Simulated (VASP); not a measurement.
# Hf5O9 (a cell with a defect): single point with PBEsol

Hf5O9 (a cell with a defect):

```
Hf O
1.0
     0.00000    0.00000    5.04459
     5.04459   -2.52230    2.52230
     2.52230    5.04459    2.52230
Hf O
5 9
Direct
  0.80000 0.60000 0.80000
  0.00000 0.00000 0.00000
  0.20000 0.40000 0.20000
  0.40000 0.80000 0.40000
  0.60000 0.20000 0.60000
  0.25000 0.50000 0.50000
  0.45000 0.90000 0.70000
  0.65000 0.30000 0.90000
  0.85000 0.70000 0.10000
  0.15000 0.30000 0.90000
  0.35000 0.70000 0.10000
  0.43987 0.08018 0.29009
  0.75000 0.50000 0.50000
  0.95000 0.90000 0.70000
```

This cell differs from its parent crystal: atom 12 moved 0.250 of the way to it and -0.125 Å across, host rigid.

| Item | Value |
| --- | --- |
| Program | VASP 6.6.1 |
| Task | single point |
| Functional | PBEsol |
| Potentials or basis | VASP PAW PBE potentials, release 64 (Hf_pv, O) |
| Cutoff | 520 eV |
| k mesh | 4 × 4 × 4 |
| Occupations | gaussian, width 0.05 eV |
| Spin | no spin polarisation |
| Dipole correction | no |
| Charge | 2 |
| Further INCAR settings | ALGO = Normal; EDIFF = 1e-06; NBANDS = 65; NELECT = 102.0 |

The largest force is 7.884 eV/Å.

Forces in eV/Å, atoms in the order of the input:
```
Hf   0.083  0.044  0.147
Hf  -3.896 -3.241 -1.724
Hf   3.680 -3.076  1.023
Hf  -5.674  5.473 -0.073
Hf   3.819  3.490 -1.549
O   -1.512  0.588 -0.116
O    0.373 -0.325  0.124
O   -0.251  0.320  0.066
O    0.282 -0.302  0.438
O   -0.604  1.595  0.175
O    1.748  0.149 -0.671
O    3.368 -3.064  2.504
O   -2.053 -0.081 -0.451
O    0.637 -1.570  0.105
```

Levels at points of the mesh, in eV from the Fermi level:
| k point | band 49 | band 50 | band 51 | band 52 | band 53 | band 54 |
| --- | --- | --- | --- | --- | --- | --- |
| (0.00, 0.00, 0.00) | -0.92 | -0.67 | -0.62 | 0.19 | 3.22 | 3.31 |
| (0.50, 0.00, 0.00) | -1.28 | -0.99 | -0.89 | 1.39 | 3.06 | 3.29 |
| (0.50, 0.50, 0.00) | -1.14 | -1.11 | -0.95 | 1.40 | 2.96 | 3.47 |
| (0.50, 0.50, 0.50) | -1.22 | -1.00 | -0.90 | 1.38 | 3.07 | 3.36 |
| (0.50, 0.00, 0.50) | -1.16 | -1.14 | -0.97 | 1.39 | 2.98 | 3.49 |
| (0.00, 0.50, 0.00) | -0.60 | -0.56 | -0.44 | 0.33 | 2.83 | 3.63 |
| (0.00, 0.00, 0.50) | -0.53 | -0.51 | -0.44 | 1.06 | 2.65 | 3.61 |
| (0.00, 0.50, 0.50) | -0.83 | -0.70 | -0.19 | 1.08 | 2.97 | 3.57 |

Wall time 6.9 min on 1 thread of AMD EPYC 7R43 64-Core Processor (Zen 3), on a shared host, peak memory 0.41 GiB.

Caveat: the cell carries a net charge on a neutralising background, which shifts energy and pressure; the cell differs from its parent crystal (atom 12 moved 0.250 of the way to it and -0.125 Å across, host rigid); the cell is charged against a uniform background, so pressure and absolute levels hang on convention; the PAW data sets were made with another functional, which shifts forces and pressure a little; spin-orbit coupling is left out, which moves the levels of the heavy elements.
